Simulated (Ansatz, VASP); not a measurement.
**One calculation of LiF, two programs**

```
Li F
1.0
     0.00000    2.19022    2.01400
     2.01400    0.00000    2.01400
     2.01400    2.19022    0.00000
Li F
1 1
Direct
  0.00000 0.00000 0.00000
  0.50000 0.50000 0.50000
```

Change from the starting cell: strain +0.0875 x Voigt [0, 1, 0, 0, 0, 0], atoms carried along.

Alike in both runs: task single point; functional r2SCAN; k mesh 10 × 10 × 10; occupations gaussian, width 0.05 eV; no spin polarisation.

|  | VASP | Ansatz |
| --- | --- | --- |
| version | VASP 6.6.1 | Ansatz 0.2.0 |
| potentials or method | VASP PAW PBE potentials, release 64 (Li_sv, F), cutoff 520 eV | scalar-relativistic, plane waves, PAW |
| valence electrons in the cell | 10 | 10 |

```csv
,VASP,Ansatz,Ansatz less VASP
gap on the k mesh at the Fermi level (eV),9.39,9.22,-0.169
least direct gap on the mesh (eV),9.39,9.22,-0.169
```

VASP's potentials were made for PBE, not for r2SCAN.

Noted on VASP's run: the cutoff is short for stress, so the pressure is rough.
